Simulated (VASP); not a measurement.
Crystal: HfC.

```
Hf C
1.0
     0.00000    2.32500    2.32500
     2.32500    0.00000    2.32500
     2.32500    2.32500    0.00000
Hf C
1 1
Direct
  0.50000 0.50000 0.50000
  0.00000 0.00000 0.00000
```

Base run:

| Property | Result |
| --- | --- |
| Program | VASP 6.6.1 |
| Functional | PBE |
| Potentials or basis | VASP PAW PBE potentials, release 64 (Hf_pv, C) |
| Cutoff | 520 eV |
| k mesh | 8 × 8 × 8 |
| Occupations | methfessel-paxton, width 0.1 eV |
| Spin | no spin polarisation |

Its results: band gap on the k mesh zero (band 7 reaches 6.96 eV, above the bottom of band 8 at 5.53 eV); pressure -0.4 GPa.

Problem. After a change of settings the same cell gave: band gap on the k mesh zero (band 7 reaches 6.86 eV, above the bottom of band 8 at 5.47 eV); pressure -1.8 GPa. Which change was it?
A. k mesh from 8 × 8 × 8 to 7 × 7 × 7
B. k mesh from 8 × 8 × 8 to 10 × 10 × 10
C. k mesh from 8 × 8 × 8 to 3 × 3 × 3; further incar settings from ALGO = Normal; EDIFF = 1e-06; NBANDS = 14 to ALGO = Normal; EDIFF = 1e-07; NBANDS = 14
D. k mesh from 8 × 8 × 8 to 4 × 4 × 4

Solution. D.

Caveats: some runs use coarse meshes; spin-orbit coupling is left out, which moves the levels of the heavy elements.
